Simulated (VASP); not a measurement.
# Ru (Fm-3m) in VASP: notebook

Ru is run at these levels: PBEsol; tasks: single point.

Program: VASP 6.6.1. These are calculated values, not measurements. Logs are shortened: lines on timing, memory, paths and dates and some standing lists are left out, and cuts for length are marked.

## (1) The cell of the first run

It takes space group Fm-3m (No. 225, cubic). The conventional cell has a = 3.893 Å, b = 3.893 Å, c = 3.893 Å, α = 90.00°, β = 90.00°, γ = 90.00°. Within 3.6 Å of Ru (site symmetry m-3m) lie 12 Ru at 2.75 Å.

This isn't the form of Ru at room conditions, which is hcp.

## (2) Single point, PBEsol (strained)

Input file INCAR:

```
  PREC = Accurate
  ENCUT = 520
  EDIFF = 1E-7
  ISMEAR = 0
  SIGMA = 0.1
  LREAL = F
  LASPH = T
  NELM = 100
  ALGO = Normal
  ISIF = 2
  LWAVE = F
  LCHARG = F
  GGA = PS
  NBANDS = 13
```

Input file KPOINTS:

```
Automatic mesh
0
Gamma
  16 16 16
```

Input file POSCAR:

```
Ru
1.0
    0.0000000000      1.9462528000      1.9462528000
    1.9462528000      0.0000000000      1.9462528000
    1.9462528000      1.9462528000      0.0000000000
Ru
1
Direct
    0.0000000000      0.0000000000      0.0000000000
```

Potentials or basis: VASP PAW PBE potentials, release 64 (Ru_pv).

Command:

```console
> cat potpaw_PBE.64/Ru_pv/POTCAR > POTCAR
> mpirun -np 1 vasp_std > vasp.out
```

OUTCAR:

```text
PREC = Accurate
   ENCUT = 520
   EDIFF = 1E-7
   ISMEAR = 0
   LREAL = F
   LASPH = T
   NELM = 100
   ISIF = 2
   GGA = PS

 ion  position               nearest neighbor table
   1  0.000  0.000  0.000-

  LATTYP: Found a face centered cubic cell.
 ALAT       =     3.8925056000

  Lattice vectors:

 A1 = (   0.0000000000,   1.9462528000,   1.9462528000)
 A2 = (   1.9462528000,   0.0000000000,   1.9462528000)
 A3 = (   1.9462528000,   1.9462528000,   0.0000000000)

Analysis of symmetry for initial positions (statically):
=====================================================================
 Subroutine PRICEL returns:
 Original cell was already a primitive cell.

 Routine SETGRP: Setting up the symmetry group for a
 face centered cubic supercell.

 Subroutine GETGRP returns: Found 48 space group operations
 (whereof 48 operations were pure point group operations)
 out of a pool of 48 trial point group operations.

The static configuration has the point symmetry O_h .

Analysis of symmetry for dynamics (positions and initial velocities):
=====================================================================
 Subroutine PRICEL returns:
 Original cell was already a primitive cell.

 Routine SETGRP: Setting up the symmetry group for a
 face centered cubic supercell.

 Subroutine GETGRP returns: Found 48 space group operations
 (whereof 48 operations were pure point group operations)
 out of a pool of 48 trial point group operations.

The dynamic configuration has the point symmetry O_h .

 Subroutine INISYM returns: Found 48 space group operations
 (whereof 48 operations are pure point group operations),
 and found     1 'primitive' translations

----------------------------------------------------------------------------------------

                                     Primitive cell

  volume of cell :      14.7444

  direct lattice vectors                    reciprocal lattice vectors
     0.000000000  1.946252800  1.946252800    -0.256903934  0.256903934  0.256903934
     1.946252800  0.000000000  1.946252800     0.256903934 -0.256903934  0.256903934
     1.946252800  1.946252800  0.000000000     0.256903934  0.256903934 -0.256903934

  length of vectors
     2.752417106  2.752417106  2.752417106     0.444970666  0.444970666  0.444970666

  position of ions in fractional coordinates (direct lattice)
     0.000000000  0.000000000  0.000000000

  ion indices of the primitive-cell ions
   primitive index   ion index
                 1           1

----------------------------------------------------------------------------------------

 KPOINTS: Automatic mesh

Automatic generation of k-mesh.
 Grid dimensions read from file:
 generate k-points for:   16   16   16

 Generating k-lattice:

  Cartesian coordinates                     Fractional coordinates (reciprocal lattice)
    -0.016056496  0.016056496  0.016056496     0.062500000  0.000000000  0.000000000
     0.016056496 -0.016056496  0.016056496     0.000000000  0.062500000  0.000000000
     0.016056496  0.016056496 -0.016056496     0.000000000  0.000000000  0.062500000

  Length of vectors
     0.027810667  0.027810667  0.027810667

  Shift w.r.t. Gamma in fractional coordinates (k-lattice)
     0.000000000  0.000000000  0.000000000

 Subroutine IBZKPT returns following result:
 ===========================================

 Found    145 irreducible k-points:

 Following reciprocal coordinates:
            Coordinates               Weight
  0.000000  0.000000  0.000000      1.000000
  0.062500  0.000000  0.000000      8.000000
  0.125000  0.000000  0.000000      8.000000
  0.187500  0.000000  0.000000      8.000000
  0.250000  0.000000  0.000000      8.000000
  0.312500  0.000000  0.000000      8.000000
[... 16 lines left out ...]
 -0.125000  0.062500  0.000000     24.000000
 -0.062500  0.062500  0.000000     12.000000
 [... further k-points ...]
   k-points           NKPTS =    145   k-points in BZ     NKDIM =    145   number of bands    NBANDS=     13
   number of dos      NEDOS =    301   number of ions     NIONS =      1
   total plane-waves  NPLWV =   8000
   dimension x,y,z NGX =    20 NGY =   20 NGZ =   20
   dimension x,y,z NGXF=    40 NGYF=   40 NGZF=   40
   ions per type =               1
   NGX,Y,Z   is equivalent  to a cutoff of  12.08, 12.08, 12.08 a.u.
   NGXF,Y,Z  is equivalent  to a cutoff of  24.16, 24.16, 24.16 a.u.
 SYSTEM =  unknown system
   PREC   = accura    normal or accurate (medium, high low for compatibility)
   ISTART =      0    job   : 0-new  1-cont  2-samecut
   ICHARG =      2    charge: 1-file 2-atom 10-const
   ISPIN  =      1    spin polarized calculation?
   LNONCOLLINEAR =      F non collinear calculations
   LSORBIT =      F    spin-orbit coupling
   LASPH  =      T    aspherical Exc in radial PAW
   ENCUT  =  520.0 eV  38.22 Ry    6.18 a.u.   5.12  5.12  5.12*2*pi/ulx,y,z
   NELM   =    100;   NELMIN=  2; NELMDL= -5     # of ELM steps
   EDIFF  = 0.1E-06   stopping-criterion for ELM
   LREAL  =      F    real-space projection
   EDIFFG = 0.1E-05   stopping-criterion for IOM
   NSW    =      0    number of steps for IOM
   IBRION =     -1    ionic relax: 0-MD 1-quasi-New 2-CG
   NFREE  =      0    steps in history (QN), initial steepest desc. (CG)
   ISIF   =      2    stress and relaxation
   ISYM   =      2    0-nonsym 1-usesym 2-fastsym
   POTIM  = 0.5000    time-step for ionic-motion
   TEBEG  =    0.0;   TEEND  =   0.0 temperature during run
   PSTRESS=    0.0 pullay stress
   NELECT =      14.0000    total number of electrons
   NUPDOWN=      -1.0000    fix difference up-down
   EMIN   =  10.00;   EMAX   =-10.00  energy-range for DOS
   EFERMI =   0.00;   METHOD = LEGACY
   ISMEAR =     0;   SIGMA  =   0.10  broadening in eV -4-tet -1-fermi 0-gaus
   EFERMI_NEDOS =   21; number of points for ismear=-14 and -15
   IALGO  =     38    algorithm
   IMIX   =      4    mixing-type and parameters
     AMIX     =   0.40;   BMIX     =  1.00
     AMIX_MAG =   1.60;   BMIX_MAG =  1.00
  volume/ion in A,a.u.               =      14.74        99.50
  Fermi-wavevector in a.u.,A,eV,Ry     =   1.609070  3.040701 35.226928  2.589106
  Thomas-Fermi vector in A             =   2.704839
   LORBIT       =      0    0 simple, 1 ext, 2 COOP (PROOUT), +10 PAW based schemes
   GGA     = PS    functional components
   LHFCALC =     F    Hartree Fock is set to
   AEXX    =    0.0000 exact exchange contribution
   IVDW    =     0    specifies the selected vdW correction
   LEPSILON=     F    determine dielectric tensor
   LRPA    =     F    only Hartree local field effects (RPA)
 non-spin polarized calculation
 Gauss-broadening in eV      SIGMA  =   0.10
  energy-cutoff  :      520.00
  volume of cell :       14.74
 maximum number of plane-waves:       415
   NGX = 11   NGY = 11   NGZ = 11

 number of electron      13.9999996 magnetization

 Free energy of the ion-electron system (eV)
  ---------------------------------------------------
  ext. energy  EPLUGINS =         0.00000000
  ---------------------------------------------------
  free energy    TOTEN  =        -9.93132202 eV

  energy without entropy =       -9.92486436  energy(sigma->0) =       -9.92809319

 E-fermi :  11.2013     XC(G=0): -13.7754

 val. band max:       11.1972999496   @ k =   0.1875   0.0625   0.0000
 cond. band min:      11.2056031450   @ k =   0.2500   0.0000   0.0000
 fundamental gap:      0.0083031954
 Fermi energy:        11.2013150922

 k-point     1 :       0.0000    0.0000    0.0000
  band No.  band energies     occupation
      1     -31.1975      2.00000
      2     -31.1975      2.00000
      3     -31.1975      2.00000
      4       3.6743      2.00000
      5       8.8756      2.00000
      6       8.8756      2.00000
      7       8.8756      2.00000
      8      11.0499      1.96773
      9      11.0499      1.96773
     10      21.6572      0.00000
     11      26.2197      0.00000
     12      31.4978      0.00000
     13      31.4978      0.00000

 k-point     2 :       0.0625    0.0000    0.0000
  band No.  band energies     occupation
      1     -31.2297      2.00000
      2     -31.2018      2.00000
      3     -31.2018      2.00000
      4       3.8283      2.00000
      5       8.7991      2.00000
      6       8.9385      2.00000
      7       8.9385      2.00000
      8      11.0118      1.99264
      9      11.0118      1.99264
     10      21.6571      0.00000
     11      26.4640      0.00000
     12      30.7088      0.00000
     13      31.7379      0.00000

 k-point     3 :       0.1250    0.0000    0.0000
  band No.  band energies     occupation
      1     -31.3209      2.00000
      2     -31.2140      2.00000
      3     -31.2140      2.00000
      4       4.2648      2.00000
      5       8.6153      2.00000
      6       9.0954      2.00000
      7       9.0954      2.00000
      8      10.9384      1.99980
      9      10.9384      1.99980
     10      21.6572      0.00000
     11      27.1072      0.00000
     12      29.1556      0.00000
     13      32.4306      0.00000
[... 305 lines left out ...]
 k-point    23 :      -0.1250    0.0625    0.0000
  band No.  band energies     occupation
      1     -31.3749      2.00000
      2     -31.2444      2.00000
      3     -31.2135      2.00000
      4       4.5864      2.00000
      5       8.4475      2.00000
      6       9.2098      2.00000
      7       9.2335      2.00000
      8      10.6749      2.00000
      9      11.1496      1.53528
     10      21.6571      0.00000
     11      27.5485      0.00000
     12      28.5927      0.00000
     13      31.9773      0.00000

 k-point    24 :      -0.0625    0.0625    0.0000
  band No.  band energies     occupation
      1     -31.2749      2.00000
      2     -31.2207      2.00000
      3     -31.2034      2.00000
      4       4.0776      2.00000
      5       8.6590      2.00000
      6       9.0254      2.00000
      7       9.0720      2.00000
      8      10.8469      2.00000
      9      11.0727      1.93102
     10      21.6572      0.00000
     11      26.8472      0.00000
     12      29.9551      0.00000
     13      31.6193      0.00000

 [... further k-points ...]

------------------------ aborting loop because EDIFF is reached ----------------------------------------

  FORCE on cell =-STRESS in cart. coord.  units (eV):
  Direction    XX          YY          ZZ          XY          YZ          ZX
  --------------------------------------------------------------------------------------
  -------------------------------------------------------------------------------------
  Total       -2.4194533     -2.4194533     -2.4194533      0.0000000     -0.0000000      0.0000000
  in kB     -262.9057479   -262.9057479   -262.9057479      0.0000000     -0.0000000      0.0000000
  external PRESSURE =    -262.9057479 kB  Pullay stress =       0.0000000 kB

 VOLUME and BASIS-vectors are now :
 -----------------------------------------------------------------------------
  energy-cutoff  :      520.00
  volume of cell :       14.74
      direct lattice vectors                 reciprocal lattice vectors
     0.000000000  1.946252800  1.946252800    -0.256903934  0.256903934  0.256903934
     1.946252800  0.000000000  1.946252800     0.256903934 -0.256903934  0.256903934
     1.946252800  1.946252800  0.000000000     0.256903934  0.256903934 -0.256903934

 POSITION                                       TOTAL-FORCE (eV/Angst)
 -----------------------------------------------------------------------------------
      0.00000      0.00000      0.00000         0.000000      0.000000      0.000000
 -----------------------------------------------------------------------------------
    total drift:                                0.000000     -0.000000      0.000000

  FREE ENERGIE OF THE ION-ELECTRON SYSTEM (eV)
  ---------------------------------------------------
  free  energy   TOTEN  =        -9.9313220249 eV

  energy  without entropy=       -9.9248643649  energy(sigma->0) =       -9.92809319
```

Run time: 9.1 s. Hardware: 1 thread of Intel Xeon 6975P-C (Granite Rapids), shared host; peak memory 0.14 GiB.

What came out:

```yaml
Free_energy: -9.9313 eV
Pressure: -26.3 GPa
Band_gap_on_the_k_mesh: zero (bands 7 and 8 overlap by 3.16 eV)
```

Levels at points of the mesh, in eV from the Fermi level:
```tsv
k point	band 5	band 6	band 7	band 8	band 9	band 10
(0.00, 0.00, 0.00)	-2.33	-2.33	-2.33	-0.15	-0.15	10.46
(0.50, 0.00, 0.00)	-2.42	-2.42	0.90	1.50	1.50	9.01
(0.50, 0.50, 0.00)	-5.30	1.46	1.94	1.94	3.33	10.45
```

Caveat: the cell differs from its parent crystal (strained); the cell stands under tension; the PAW data sets were made with another functional, which shifts forces and pressure a little.

## (3) Single point, PBEsol (strained)

Input file INCAR:

```
PREC = Accurate
ENCUT = 520
EDIFF = 1E-6
ISMEAR = 0
SIGMA = 0.1
LREAL = False
LASPH = True
NELM = 100
ALGO = Normal
ISIF = 2
LWAVE = False
LCHARG = False
GGA = PS
NBANDS = 13
```

Input file KPOINTS:

```
Automatic mesh
0
Gamma
  18 18 18
```

Input file POSCAR:

```
Ru
1.0
    0.0000000000      1.8834025000      1.8834025000
    1.8834025000      0.0000000000      1.8834025000
    1.8834025000      1.8834025000      0.0000000000
Ru
1
Direct
    0.0000000000      0.0000000000      0.0000000000
```

Potentials or basis: VASP PAW PBE potentials, release 64 (Ru_pv).

Command:

```console
> cat potpaw_PBE.64/Ru_pv/POTCAR > POTCAR
> mpirun -np 1 vasp_std > vasp.out
```

OUTCAR:

```text
PREC = Accurate
   ENCUT = 520
   EDIFF = 1E-6
   ISMEAR = 0
   LREAL = False
   LASPH = True
   NELM = 100
   ISIF = 2
   GGA = PS

 ion  position               nearest neighbor table
   1  0.000  0.000  0.000-

  LATTYP: Found a face centered cubic cell.
 ALAT       =     3.7668050000

  Lattice vectors:

 A1 = (   0.0000000000,   1.8834025000,   1.8834025000)
 A2 = (   1.8834025000,   0.0000000000,   1.8834025000)
 A3 = (   1.8834025000,   1.8834025000,   0.0000000000)

Analysis of symmetry for initial positions (statically):
=====================================================================
 Subroutine PRICEL returns:
 Original cell was already a primitive cell.

 Routine SETGRP: Setting up the symmetry group for a
 face centered cubic supercell.

 Subroutine GETGRP returns: Found 48 space group operations
 (whereof 48 operations were pure point group operations)
 out of a pool of 48 trial point group operations.

The static configuration has the point symmetry O_h .

Analysis of symmetry for dynamics (positions and initial velocities):
=====================================================================
 Subroutine PRICEL returns:
[... 168 lines left out ...]
      5      10.2561      2.00000
      6      10.2561      2.00000
      7      10.2561      2.00000
      8      12.7870      1.75186
      9      12.7870      1.75186
     10      23.2954      0.00000
     11      27.9119      0.00000
     12      33.7274      0.00000
     13      33.7274      0.00000
[... 354 lines left out ...]
  band No.  band energies     occupation
      1     -30.0156      2.00000
      2     -29.5731      2.00000
      3     -29.5233      2.00000
      4       6.7543      2.00000
      5       9.7750      2.00000
      6      10.6919      2.00000
      7      10.7656      2.00000
      8      12.5070      2.00000
      9      13.3459      0.00000
     10      23.2949      0.00000
     11      28.4628      0.00000
     12      30.5396      0.00000
     13      36.1499      0.00000

 [... further k-points ...]

------------------------ aborting loop because EDIFF is reached ----------------------------------------

  FORCE on cell =-STRESS in cart. coord.  units (eV):
  Direction    XX          YY          ZZ          XY          YZ          ZX
  --------------------------------------------------------------------------------------
  -------------------------------------------------------------------------------------
  Total        0.0265672      0.0265672      0.0265672     -0.0000000     -0.0000000      0.0000000
  in kB        3.1856465      3.1856465      3.1856465     -0.0000000     -0.0000000      0.0000000
  external PRESSURE =       3.1856465 kB  Pullay stress =       0.0000000 kB

 VOLUME and BASIS-vectors are now :
 -----------------------------------------------------------------------------
  energy-cutoff  :      520.00
  volume of cell :       13.36
      direct lattice vectors                 reciprocal lattice vectors
     0.000000000  1.883402500  1.883402500    -0.265476976  0.265476976  0.265476976
     1.883402500  0.000000000  1.883402500     0.265476976 -0.265476976  0.265476976
     1.883402500  1.883402500  0.000000000     0.265476976  0.265476976 -0.265476976

 POSITION                                       TOTAL-FORCE (eV/Angst)
 -----------------------------------------------------------------------------------
      0.00000      0.00000      0.00000         0.000000     -0.000000     -0.000000
 -----------------------------------------------------------------------------------
    total drift:                                0.000000      0.000000      0.000000

  FREE ENERGIE OF THE ION-ELECTRON SYSTEM (eV)
  ---------------------------------------------------
  free  energy   TOTEN  =       -10.0569265876 eV

  energy  without entropy=      -10.0521086947  energy(sigma->0) =      -10.05451764
```

stdout:

```text
POSCAR found type information on POSCAR Ru
 POSCAR found :  1 types and       1 ions
 scaLAPACK will be used
 -----------------------------------------------------------------------------
|                                                                             |
|                                                                             |
|     You enforced a specific xc type in the INCAR file but a different       |
|     I HOPE YOU KNOW WHAT YOU ARE DOING!                                     |
|                                                                             |
 -----------------------------------------------------------------------------

 LDA part: xc-table for (Slater+PW92), standard interpolation
 POSCAR, INCAR and KPOINTS ok, starting setup
 FFT: planning ... GRIDC
 FFT: planning ... GRID_SOFT
 FFT: planning ... GRID
 WAVECAR not read
 entering main loop
```

Wall time 11 s (1 thread of Intel Xeon 6975P-C (Granite Rapids), shared host); peak memory 0.15 GiB.

What came out:

```
Free energy            : -10.0569 eV
Pressure               : 0.3 GPa
Band gap on the k mesh : zero (bands 7 and 8 overlap by 3.56 eV)
```

Levels at points of the mesh, in eV from the Fermi level:
```tsv
k point	band 5	band 6	band 7	band 8	band 9	band 10
(0.00, 0.00, 0.00)	-2.61	-2.61	-2.61	-0.08	-0.08	10.43
(0.50, 0.00, 0.00)	-2.74	-2.74	1.02	1.85	1.85	10.25
(0.50, 0.50, 0.00)	-6.03	1.81	2.38	2.38	3.70	10.42
```

Caveat: the cell differs from its parent crystal (strained); the PAW data sets were made with another functional, which shifts forces and pressure a little.

(Part 1 of 2 ends here.)

The gap in the log of VASP goes by the Fermi energy; the results here count the filled bands.